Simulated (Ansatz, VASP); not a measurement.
**Two plane-wave programs on Nb**

```
Nb
1.0
    -1.59048    1.59048    1.59048
     1.59048   -1.59048    1.59048
     1.59048    1.59048   -1.59048
Nb
1
Direct
  0.00000 0.00000 0.00000
```

Alike in both runs: task single point; functional PBEsol; k mesh 22 × 22 × 22; occupations fermi-dirac, width 0.1 eV; no spin polarisation.

|  | VASP | Ansatz |
| --- | --- | --- |
| version | VASP 6.6.1 | Ansatz 0.2.0 |
| potentials or method | VASP PAW PBE potentials, release 64 (Nb_sv), cutoff 520 eV | plane waves (420 eV) with PAW, scalar-relativistic |
| valence electrons in the cell | 13 | 13 |

```tsv
	VASP	Ansatz	Ansatz less VASP
pressure (GPa)	17.8	18.1	+0.31
```

VASP's potentials were made for PBE, not for PBEsol, and Ansatz warns of the same on its side. The functional is the same, so the differences come from potentials, cutoffs and numerics.
